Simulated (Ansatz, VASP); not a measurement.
# Li2O in VASP and in Ansatz

The input INCAR:

```
PREC = Accurate ; ENCUT = 750
EDIFF = 1E-6 ; ISMEAR = 0
SIGMA = 0.02 ; LREAL = False
LASPH = True ; NELM = 120
ALGO = Normal ; ISIF = 2
LWAVE = False ; LCHARG = True
GGA = PE ; LELF = True
LVHAR = True ; NBANDS = 13
GGA_COMPAT = False
```

KPOINTS

```
regular mesh
0
Gamma
  8 8 8
```

Contents of POSCAR:

```
Li2O
1.0
    0.0000000000      2.2896451258      2.2896451258
    2.2896451258      0.0000000000      2.2896451258
    2.2896451258      2.2896451258      0.0000000000
Li O
2 1
Direct
    0.7500000000      0.7500000000      0.7500000000
    0.2500000000      0.2500000000      0.2500000000
    0.0000000000      0.0000000000      0.0000000000
```

Input for Ansatz:

```yaml
crystal:
  lattice:
    - [0.0, 2.2896451258, 2.2896451258]
    - [2.2896451258, 0.0, 2.2896451258]
    - [2.2896451258, 2.2896451258, 0.0]
  atoms:
    - { symbol: Li, position: [0.75, 0.75, 0.75] }
    - { symbol: Li, position: [0.25, 0.25, 0.25] }
    - { symbol: O, position: [0.0, 0.0, 0.0] }
basis:
  ecutwfc: 420
kpoints:
  mp_grid: { grid: [8, 8, 8] }
hamiltonian:
  xc: pbe
scf:
  occupations: { method: gaussian, width: 0.02 }
output:
  forces: true
  stress: true
  eigenvalues: true
```

Alike in both runs: task single point; functional PBE; k mesh 8 × 8 × 8; occupations gaussian, width 0.02 eV; no spin polarisation.

|  | VASP | Ansatz |
| --- | --- | --- |
| version | VASP 6.6.1 | Ansatz 0.2.0 |
| potentials or method | VASP PAW PBE potentials, release 64 (Li_sv, O), cutoff 750 eV | scalar-relativistic, plane waves, PAW |
| valence electrons in the cell | 12 | 12 |

Ansatz gave:

| Property | Result |
| --- | --- |
| gap on the k mesh at the Fermi level (eV) | 5.04 |
| least direct gap on the mesh (eV) | 5.46 |
| pressure (GPa) | 2.6 |

Q: Which values does VASP return?

A: gap on the k mesh at the Fermi level (eV): 5.03; least direct gap on the mesh (eV): 5.46; pressure (GPa): 2.3.

With one functional, cell and mesh, what is left measures potentials, basis and numerics.
